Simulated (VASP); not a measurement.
# C (Fd-3m) in VASP: single point with PBE

Aim: the single point of C with PBE.

Program: VASP 6.6.1. These are calculated values, not measurements. Logs are shortened: lines on timing, memory, paths and dates and some standing lists are left out, and cuts for length are marked.

**1. The cell of the first run**

The structure is cubic, space group Fd-3m (No. 227). The conventional cell has a = 3.567 Å, b = 3.567 Å, c = 3.567 Å, α = 90.00°, β = 90.00°, γ = 90.00°. C (site symmetry -43m) has 4 C at 1.54 Å within 2.1 Å.

**2. Single point, PBE**

Contents of POSCAR:

```
C
1.0
    0.0000000000      1.7833700000      1.7833700000
    1.7833700000      0.0000000000      1.7833700000
    1.7833700000      1.7833700000      0.0000000000
C
2
Direct
    0.5000000000      0.5000000000      0.5000000000
    0.7500000000      0.7500000000      0.7500000000
```

Contents of INCAR.step1:

```
SYSTEM = C
  PREC = Accurate
  ENCUT = 520
  EDIFF = 1E-6
  ISMEAR = 0
  SIGMA = 0.01
  LREAL = .False.
  LASPH = .True.
  NELM = 120
  ALGO = Normal
  ISIF = 2
  LWAVE = .False.
  LCHARG = .True.
  GGA = PE
  NBANDS = 11
  GGA_COMPAT = .False.
  NEDOS = 2001
  LORBIT = 11
```

Contents of KPOINTS.step1:

```
Automatic mesh
0
Gamma
  8 8 8
  0 0 0
```

Contents of INCAR.step2:

```
SYSTEM = C
  PREC = Accurate
  ENCUT = 520
  EDIFF = 1E-6
  ISMEAR = -5
  SIGMA = 0.01
  LREAL = .False.
  LASPH = .True.
  NELM = 120
  ALGO = Normal
  ISIF = 2
  LWAVE = .False.
  LCHARG = .False.
  GGA = PE
  LORBIT = 11
  NEDOS = 2001
  ICHARG = 11
  GGA_COMPAT = .False.
```

Contents of KPOINTS.step2:

```
Automatic mesh
0
Gamma
  12 12 12
  0 0 0
```

Potentials or basis: VASP PAW PBE potentials, release 64 (C).

Command:

```
$ cat potpaw_PBE.64/C/POTCAR > POTCAR
$ cp INCAR.step1 INCAR
$ cp KPOINTS.step1 KPOINTS
$ mpirun -np 1 vasp_std > vasp.out
$ cp INCAR.step2 INCAR
$ cp KPOINTS.step2 KPOINTS
$ mpirun -np 1 vasp_std > vasp.out
```

OUTCAR:

```text
SYSTEM = C
   PREC = Accurate
   ENCUT = 520
   EDIFF = 1E-6
   ISMEAR = -5
   LREAL = .False.
   LASPH = .True.
   NELM = 120
   ISIF = 2
   GGA = PE
   LORBIT = 11
   ICHARG = 11

 ion  position               nearest neighbor table
   1  0.500  0.500  0.500-   2 1.54   2 1.54   2 1.54   2 1.54
   2  0.750  0.750  0.750-   1 1.54   1 1.54   1 1.54   1 1.54

  LATTYP: Found a face centered cubic cell.
 ALAT       =     3.5667400000

  Lattice vectors:

 A1 = (   0.0000000000,   1.7833700000,   1.7833700000)
 A2 = (   1.7833700000,   0.0000000000,   1.7833700000)
 A3 = (   1.7833700000,   1.7833700000,   0.0000000000)

Analysis of symmetry for initial positions (statically):
=====================================================================
 Subroutine PRICEL returns:
 Original cell was already a primitive cell.

 Routine SETGRP: Setting up the symmetry group for a
 face centered cubic supercell.

 Subroutine GETGRP returns: Found 48 space group operations
 (whereof 24 operations were pure point group operations)
 out of a pool of 48 trial point group operations.

The static configuration has the point symmetry T_d .
 The point group associated with its full space group is O_h .

Analysis of symmetry for dynamics (positions and initial velocities):
=====================================================================
 Subroutine PRICEL returns:
 Original cell was already a primitive cell.

 Routine SETGRP: Setting up the symmetry group for a
 face centered cubic supercell.

 Subroutine GETGRP returns: Found 48 space group operations
 (whereof 24 operations were pure point group operations)
 out of a pool of 48 trial point group operations.

The dynamic configuration has the point symmetry T_d .
 The point group associated with its full space group is O_h .

 Subroutine INISYM returns: Found 48 space group operations
 (whereof 24 operations are pure point group operations),
 and found     1 'primitive' translations

----------------------------------------------------------------------------------------

                                     Primitive cell

  volume of cell :      11.3437

  direct lattice vectors                    reciprocal lattice vectors
     0.000000000  1.783370000  1.783370000    -0.280368067  0.280368067  0.280368067
     1.783370000  0.000000000  1.783370000     0.280368067 -0.280368067  0.280368067
     1.783370000  1.783370000  0.000000000     0.280368067  0.280368067 -0.280368067

  length of vectors
     2.522066041  2.522066041  2.522066041     0.485611737  0.485611737  0.485611737

  position of ions in fractional coordinates (direct lattice)
     0.500000000  0.500000000  0.500000000
     0.750000000  0.750000000  0.750000000

  ion indices of the primitive-cell ions
   primitive index   ion index
                 1           1
                 2           2

----------------------------------------------------------------------------------------

 KPOINTS: Automatic mesh

Automatic generation of k-mesh.
 Grid dimensions read from file:
 generate k-points for:   12   12   12

 Generating k-lattice:

  Cartesian coordinates                     Fractional coordinates (reciprocal lattice)
    -0.023364006  0.023364006  0.023364006     0.083333333  0.000000000  0.000000000
     0.023364006 -0.023364006  0.023364006     0.000000000  0.083333333  0.000000000
     0.023364006  0.023364006 -0.023364006     0.000000000  0.000000000  0.083333333

  Length of vectors
     0.040467645  0.040467645  0.040467645

  Shift w.r.t. Gamma in fractional coordinates (k-lattice)
     0.000000000  0.000000000  0.000000000

 TETIRR: Found    247 inequivalent tetrahedra from    10368

 Subroutine IBZKPT returns following result:
 ===========================================

 Found     72 irreducible k-points:

 Following reciprocal coordinates:
            Coordinates               Weight
  0.000000  0.000000  0.000000      1.000000
  0.083333  0.000000  0.000000      8.000000
  0.166667  0.000000  0.000000      8.000000
  0.250000  0.000000  0.000000      8.000000
  0.333333  0.000000  0.000000      8.000000
  0.416667  0.000000  0.000000      8.000000
[... 16 lines left out ...]
  0.500000  0.166667  0.000000     24.000000
 -0.416667  0.166667  0.000000     24.000000
 [... further k-points ...]
   k-points           NKPTS =     72   k-points in BZ     NKDIM =     72   number of bands    NBANDS=      8
   number of dos      NEDOS =   2001   number of ions     NIONS =      2
   total plane-waves  NPLWV =   8000
   dimension x,y,z NGX =    20 NGY =   20 NGZ =   20
   dimension x,y,z NGXF=    40 NGYF=   40 NGZF=   40
   ions per type =               2
   NGX,Y,Z   is equivalent  to a cutoff of  13.18, 13.18, 13.18 a.u.
   NGXF,Y,Z  is equivalent  to a cutoff of  26.37, 26.37, 26.37 a.u.
 SYSTEM =  C
   PREC   = accura    normal or accurate (medium, high low for compatibility)
   ISTART =      0    job   : 0-new  1-cont  2-samecut
   ICHARG =     11    charge: 1-file 2-atom 10-const
   ISPIN  =      1    spin polarized calculation?
   LNONCOLLINEAR =      F non collinear calculations
   LSORBIT =      F    spin-orbit coupling
   LASPH  =      T    aspherical Exc in radial PAW
   ENCUT  =  520.0 eV  38.22 Ry    6.18 a.u.   4.69  4.69  4.69*2*pi/ulx,y,z
   NELM   =    120;   NELMIN=  2; NELMDL=  0     # of ELM steps
   EDIFF  = 0.1E-05   stopping-criterion for ELM
   LREAL  =      F    real-space projection
   EDIFFG = 0.1E-04   stopping-criterion for IOM
   NSW    =      0    number of steps for IOM
   IBRION =     -1    ionic relax: 0-MD 1-quasi-New 2-CG
   NFREE  =      0    steps in history (QN), initial steepest desc. (CG)
   ISIF   =      2    stress and relaxation
   ISYM   =      2    0-nonsym 1-usesym 2-fastsym
   POTIM  = 0.5000    time-step for ionic-motion
   TEBEG  =    0.0;   TEEND  =   0.0 temperature during run
   PSTRESS=    0.0 pullay stress
   NELECT =       8.0000    total number of electrons
   NUPDOWN=      -1.0000    fix difference up-down
   EMIN   =  10.00;   EMAX   =-10.00  energy-range for DOS
   EFERMI =   0.00;   METHOD = LEGACY
   ISMEAR =    -5;   SIGMA  =   0.01  broadening in eV -4-tet -1-fermi 0-gaus
   EFERMI_NEDOS =   21; number of points for ismear=-14 and -15
   IALGO  =     38    algorithm
   IMIX   =      4    mixing-type and parameters
     AMIX     =   0.40;   BMIX     =  1.00
     AMIX_MAG =   1.60;   BMIX_MAG =  1.00
  volume/ion in A,a.u.               =       5.67        38.28
  Fermi-wavevector in a.u.,A,eV,Ry     =   1.457203  2.753714 28.891161  2.123440
  Thomas-Fermi vector in A             =   2.574032
   LORBIT       =     11    0 simple, 1 ext, 2 COOP (PROOUT), +10 PAW based schemes
   GGA     = PE    functional components
   LHFCALC =     F    Hartree Fock is set to
   AEXX    =    0.0000 exact exchange contribution
   IVDW    =     0    specifies the selected vdW correction
   LEPSILON=     F    determine dielectric tensor
   LRPA    =     F    only Hartree local field effects (RPA)
 non-spin polarized calculation
 Fermi weights with tetrahedron method with Bloechl corrections
  energy-cutoff  :      520.00
  volume of cell :       11.34
 maximum number of plane-waves:       316

 number of electron       7.9999999 magnetization

 Free energy of the ion-electron system (eV)
  ---------------------------------------------------
  ext. energy  EPLUGINS =         0.00000000
  ---------------------------------------------------
  free energy    TOTEN  =       -18.18524404 eV

  energy without entropy =      -18.18524404  energy(sigma->0) =      -18.18524404

 E-fermi :   9.7334     XC(G=0): -13.2507

 val. band max:        9.7304853080   @ k =   0.0000   0.0000   0.0000
 cond. band min:      13.8833315256   @ k =   0.3333   0.3333   0.0000
 fundamental gap:      4.1528462176
 Fermi energy:         9.7334428752

 k-point     1 :       0.0000    0.0000    0.0000
  band No.  band energies     occupation
      1     -11.7470      2.00000
      2       9.7305      2.00000
      3       9.7305      2.00000
      4       9.7305      2.00000
      5      15.3202      0.00000
      6      15.3202      0.00000
      7      15.3202      0.00000
      8      23.0624      0.00000

 k-point     2 :       0.0833    0.0000    0.0000
  band No.  band energies     occupation
      1     -11.5547      2.00000
      2       8.5043      2.00000
      3       9.4078      2.00000
      4       9.4078      2.00000
      5      15.7431      0.00000
      6      15.7431      0.00000
      7      16.0351      0.00000
      8      23.2276      0.00000

 k-point     3 :       0.1667    0.0000    0.0000
  band No.  band energies     occupation
      1     -10.9799      2.00000
      2       5.9741      2.00000
      3       8.7073      2.00000
      4       8.7073      2.00000
      5      16.6623      0.00000
      6      16.6623      0.00000
      7      17.1244      0.00000
      8      23.7023      0.00000
[... 210 lines left out ...]
 k-point    23 :       0.5000    0.1667    0.0000
  band No.  band energies     occupation
      1      -5.9931      2.00000
      2      -2.2817      2.00000
      3       4.7429      2.00000
      4       5.7646      2.00000
      5      16.8286      0.00000
      6      20.4513      0.00000
      7      20.9583      0.00000
      8      24.0180      0.00000

 k-point    24 :      -0.4167    0.1667    0.0000
  band No.  band energies     occupation
      1      -5.5634      2.00000
      2      -2.7974      2.00000
      3       4.2565      2.00000
      4       6.1428      2.00000
      5      17.2663      0.00000
      6      19.9614      0.00000
      7      20.9359      0.00000
      8      25.1728      0.00000

 [... further k-points ...]

------------------------ aborting loop because EDIFF is reached ----------------------------------------

  FORCE on cell =-STRESS in cart. coord.  units (eV):
  Direction    XX          YY          ZZ          XY          YZ          ZX
  --------------------------------------------------------------------------------------
  -------------------------------------------------------------------------------------
  Total        0.1728595      0.1728595      0.1728595      0.0000000      0.0000000      0.0000000
  in kB       24.4145952     24.4145952     24.4145952      0.0000000      0.0000000      0.0000000
  external PRESSURE =      24.4145952 kB  Pullay stress =       0.0000000 kB

 VOLUME and BASIS-vectors are now :
 -----------------------------------------------------------------------------
  energy-cutoff  :      520.00
  volume of cell :       11.34
      direct lattice vectors                 reciprocal lattice vectors
     0.000000000  1.783370000  1.783370000    -0.280368067  0.280368067  0.280368067
     1.783370000  0.000000000  1.783370000     0.280368067 -0.280368067  0.280368067
     1.783370000  1.783370000  0.000000000     0.280368067  0.280368067 -0.280368067

 POSITION                                       TOTAL-FORCE (eV/Angst)
 -----------------------------------------------------------------------------------
      1.78337      1.78337      1.78337         0.000000      0.000000      0.000000
      2.67505      2.67505      2.67505        -0.000000     -0.000000     -0.000000
 -----------------------------------------------------------------------------------
    total drift:                                0.000000     -0.000000      0.000000

  FREE ENERGIE OF THE ION-ELECTRON SYSTEM (eV)
  ---------------------------------------------------
  free  energy   TOTEN  =       -18.1852440391 eV

  energy  without entropy=      -18.1852440391  energy(sigma->0) =      -18.18524404

 total charge

# of ion       s       p       d       tot
------------------------------------------
    1        0.829   1.748   0.000   2.577
    2        0.829   1.748   0.000   2.577
--------------------------------------------------
tot          1.659   3.496   0.000   5.154
```

It took 11 s on 1 thread of Intel Xeon Platinum 8375C at 2.90GHz (Ice Lake), shared host; peak memory 0.11 GiB.

Results:

```yaml
Valence_electrons_inside_the_program's_atomic_spheres: C 2.58
```

Levels at points of the mesh, in eV from the valence-band top:
```tsv
k point	band 1	band 2	band 3	band 4	band 5	band 6	band 7	band 8
(0.00, 0.00, 0.00)	-21.48	0.00	0.00	0.00	5.59	5.59	5.59	13.33
(0.50, 0.00, 0.00)	-15.70	-13.37	-2.80	-2.80	8.46	8.46	8.85	15.70
(0.50, 0.50, 0.00)	-12.76	-12.76	-6.30	-6.30	4.76	4.76	16.81	16.81
```
